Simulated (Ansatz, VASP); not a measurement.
**Sn: VASP beside Ansatz**

INCAR

```
SYSTEM = Sn
PREC     = Accurate       ! precision mode
ENCUT    = 520            ! plane-wave cutoff, eV
EDIFF    = 1E-6           ! SCF threshold, eV
ISMEAR   = -1             ! smearing method
SIGMA    = 0.1            ! smearing width, eV
LREAL    = .FALSE.        ! projectors in reciprocal space
LASPH    = .TRUE.         ! aspherical terms in the spheres
NELM     = 100            ! most SCF steps
ALGO     = Normal         ! electronic algorithm
ISIF     = 2              ! what is computed and relaxed
LWAVE    = .FALSE.        ! write WAVECAR
LCHARG   = .TRUE.         ! write CHGCAR
GGA      = PS             ! functional
LELF     = .TRUE.         ! ELF
LVHAR    = .TRUE.       
NBANDS   = 13             ! bands
```

KPOINTS

```
regular mesh
0
G
  12 12 12
  0 0 0
```

Contents of POSCAR:

```
Sn
1.0
   -1.7120295829      1.7606257315      2.3186911382
    1.7120295829     -1.7606257315      2.3186911382
    1.7120295829      1.7606257315     -2.3186911382
Sn
1
Direct
    0.0000000000      0.0000000000      0.0000000000
```

Input for Ansatz:

```yaml
crystal:
  lattice:
    - [-1.712029582927591, 1.7606257315232008, 2.318691138168364]
    - [1.712029582927591, -1.7606257315232008, 2.318691138168364]
    - [1.712029582927591, 1.7606257315232008, -2.318691138168364]
  atoms:
    - { symbol: Sn, position: [0.0, 0.0, 0.0] }
basis:
  ecutwfc: 500.0
kpoints:
  mp_grid:
    grid: [12, 12, 12]
hamiltonian:
  xc: pbesol
scf:
  occupations:
    method: fermi_dirac
output:
  stress: true
```

Alike in both runs: task single point; functional PBEsol; k mesh 12 × 12 × 12; no spin polarisation.

|  | VASP | Ansatz |
| --- | --- | --- |
| version | VASP 6.6.1 | Ansatz 0.2.0 |
| potentials or method | VASP PAW PBE potentials, release 64 (Sn_d), cutoff 520 eV | plane waves, PAW |
| occupations | fermi-dirac, width 0.1 eV | fermi-dirac |
| valence electrons in the cell | 14 | 14 |

```csv
,VASP,Ansatz,Ansatz less VASP
pressure (GPa),-2.7,-2.7,+0.04
"traceless stress, the component that is largest in VASP (GPa)",0.42,0.42,0.000
```

VASP's potentials were made for PBE, not for PBEsol.
